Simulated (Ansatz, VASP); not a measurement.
**One calculation of SrO, two programs**

POSCAR

```
SrO
1.0
    3.5471277436      0.0000000000      0.0000000000
   -1.7735638718      3.0719027365      0.0000000000
    0.0000000000      0.0000000000      6.2083420503
Sr O
2 2
Direct
    0.3333333333      0.6666666667      0.2500000000
    0.6666666667      0.3333333333      0.7500000000
    0.0000000000      0.0000000000      0.0000000000
    0.0000000000      0.0000000000      0.5000000000
```

Contents of INCAR.step1:

```
SYSTEM = SrO
  ALGO = Normal
  EDIFF = 1E-4
  ENCUT = 520
  GGA = PE
  ISMEAR = 0
  LASPH = .TRUE.
  LCHARG = .FALSE.
  LREAL = .FALSE.
  LWAVE = .TRUE.
  NBANDS = 24
  NELM = 100
  PREC = Accurate
  SIGMA = 0.01
```

INCAR.step2

```
SYSTEM = SrO
  ALGO = Normal
  EDIFF = 1E-6
  ENCUT = 520
  ISIF = 2
  ISMEAR = 0
  ISTART = 1
  LASPH = .TRUE.
  LCHARG = .FALSE.
  LMIXTAU = .TRUE.
  LREAL = .FALSE.
  LWAVE = .FALSE.
  METAGGA = R2SCAN
  NBANDS = 24
  NELM = 100
  PREC = Accurate
  SIGMA = 0.01
```

The input KPOINTS:

```
k-points
0
G
  9 9 4
  0 0 0
```

Input for Ansatz:

```yaml
crystal:
  lattice:
    - [3.5471277436, 0.0, 0.0]
    - [-1.7735638718, 3.0719027365, 0.0]
    - [0.0, 0.0, 6.2083420503]
  atoms:
    - { symbol: Sr, position: [0.3333333333, 0.6666666667, 0.25] }
    - { symbol: Sr, position: [0.6666666667, 0.3333333333, 0.75] }
    - { symbol: O, position: [0.0, 0.0, 0.0] }
    - { symbol: O, position: [0.0, 0.0, 0.5] }
kpoints:
  mp_grid: { grid: [9, 9, 4] }
hamiltonian:
  xc: r2scan
scf:
  occupations: { method: fixed }
  n_extra_bands: 5
output:
  forces: true
  stress: true
  eigenvalues: true
```

Alike in both runs: task single point; functional r2SCAN; k mesh 9 × 9 × 4; no spin polarisation.

```csv
,VASP,Ansatz
version,VASP 6.6.1,Ansatz 0.2.0
potentials or method,"VASP PAW PBE potentials, release 64 (Sr_sv, O)","plane waves, PAW"
plane-wave cutoff (eV),520,500
occupations,"gaussian, width 0.01 eV",fixed
valence electrons in the cell,32,32
```

|  | VASP | Ansatz | Ansatz less VASP |
| --- | --- | --- | --- |
| gap on the k mesh at the Fermi level (eV) | 3.52 | 3.57 | +0.041 |
| pressure (GPa) | 0.6 | 0.0 | -0.55 |

VASP's potentials were made for PBE, not for r2SCAN.
